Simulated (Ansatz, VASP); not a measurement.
## SiNi: VASP beside Ansatz

```xyz
8
Lattice="4.4684 0.0000 0.0000 0.0000 4.4684 0.0000 0.0000 0.0000 4.4684" Properties=species:S:1:pos:R:3 pbc="T T T"
Si    3.7823    3.7823    3.7823
Si    2.9203    0.6861    1.5481
Si    1.5481    2.9203    0.6861
Si    0.6861    1.5481    2.9203
Ni    0.6662    0.6662    0.6662
Ni    1.5680    3.8022    2.9004
Ni    2.9004    1.5680    3.8022
Ni    3.8022    2.9004    1.5680
```

Alike in both runs: functional PBEsol; k mesh 7 × 7 × 7; collinear spin.

Ansatz relaxed the structure, and its values are those at the end. VASP's run is a single point on that final structure, the one shown.

|  | VASP | Ansatz |
| --- | --- | --- |
| version | VASP 6.6.1 | Ansatz 0.2.0 |
| potentials or method | VASP PAW PBE potentials, release 64 (Si, Ni), cutoff 520 eV | plane waves, PAW |
| occupations | fermi-dirac, width 0.1 eV | fermi-dirac |
| valence electrons in the cell | 56 | 88 |

Ansatz gave:

| Quantity | Value |
| --- | --- |
| pressure (GPa) | 0.0 |
| net moment per atom (μB) | 0.00 |

Q: What did VASP give for the same quantities?

A: Pressure (GPa): 0.2; net moment per atom (μB): 0.00.

VASP's potentials were made for PBE, not for PBEsol. VASP's potentials hold 56 valence electrons a cell and Ansatz's 88, so a difference there can come from the potentials and not from the codes. Ansatz's warnings: seeded moment not kept.
